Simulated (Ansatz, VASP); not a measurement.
One calculation of InAs, two programs

POSCAR

```
InAs
1.0
    0.0000000000      3.0180000000      3.0180000000
    3.0180000000      0.0000000000      3.0180000000
    3.0180000000      3.0180000000      0.0000000000
In As
1 1
Direct
    0.0000000000      0.0000000000      0.0000000000
    0.7500000000      0.7500000000      0.7500000000
```

INCAR.step1

```
PREC     = Accurate       # precision mode
ENCUT    = 520            # plane-wave cutoff, eV
EDIFF    = 1E-5           # SCF threshold, eV
ISMEAR   = -1             # smearing method
SIGMA    = 0.05           # smearing width, eV
LREAL    = False          # projectors in reciprocal space
LASPH    = True           # aspherical terms in the spheres
NELM     = 60             # most SCF steps
ALGO     = Normal         # electronic algorithm
ISIF     = 2              # what is computed and relaxed
LWAVE    = True           # write WAVECAR
NBANDS   = 16             # bands
GGA      = PE             # functional
```

Contents of INCAR.step2:

```
PREC     = Accurate       # precision mode
ENCUT    = 520            # plane-wave cutoff, eV
EDIFF    = 1E-6           # SCF threshold, eV
ISMEAR   = -1             # smearing method
SIGMA    = 0.05           # smearing width, eV
LREAL    = False          # projectors in reciprocal space
LASPH    = True           # aspherical terms in the spheres
NELM     = 60             # most SCF steps
ALGO     = Normal         # electronic algorithm
ISIF     = 2              # what is computed and relaxed
LWAVE    = False          # write WAVECAR
LCHARG   = True           # write CHGCAR
GGA      = PE             # functional
LHFCALC  = True           # exact exchange
AEXX     = 0.4            # exact-exchange fraction
HFSCREEN = 0.2            # screening, 1/A
PRECFOCK = Normal       
LELF     = True           # ELF
LVHAR    = True         
NBANDS   = 16             # bands
ISTART   = 1
```

The input KPOINTS:

```
regular mesh
0
Gamma
  4 4 4
```

The input input.yaml:

```yaml
crystal:
  lattice:
    - [0.0, 3.018, 3.018]
    - [3.018, 0.0, 3.018]
    - [3.018, 3.018, 0.0]
  atoms:
    - { symbol: In, position: [0.0, 0.0, 0.0] }
    - { symbol: As, position: [0.75, 0.75, 0.75] }
kpoints:
  mp_grid: { grid: [4, 4, 4] }
scf:
  occupations: { method: fermi_dirac, width: 0.05 }
hamiltonian:
  xc: { preset: hse06, exx: { coeff: 0.4, omega: 0.2 } }
  pseudopotentials: { kind: all_electron, datasets: crystal }
output:
  forces: true
  stress: true
```

Alike in both runs: task single point; functional PBE-based screened hybrid; k mesh 4 × 4 × 4; occupations fermi-dirac, width 0.05 eV; no spin polarisation.

|  | VASP | Ansatz |
| --- | --- | --- |
| version | VASP 6.6.1 | Ansatz 0.2.0 |
| potentials or method | VASP PAW PBE potentials, release 64 (In_d, As), cutoff 520 eV | all-electron PAW datasets made for the crystal |

VASP gave:

| Quantity | Value |
| --- | --- |
| gap on the k mesh at the Fermi level (eV) | 1.18 |
| least direct gap on the mesh (eV) | 1.18 |
| pressure (GPa) | 0.9 |

Task: What did Ansatz give for the same quantities?

Result: gap on the k mesh at the Fermi level (eV): 1.19; least direct gap on the mesh (eV): 1.19; pressure (GPa): 1.4.

VASP's potentials were made for PBE, not for PBE-based screened hybrid. Ansatz ran all-electron here, and VASP with PAW potentials.

The k mesh is coarse, so the values compare programs but aren't converged.
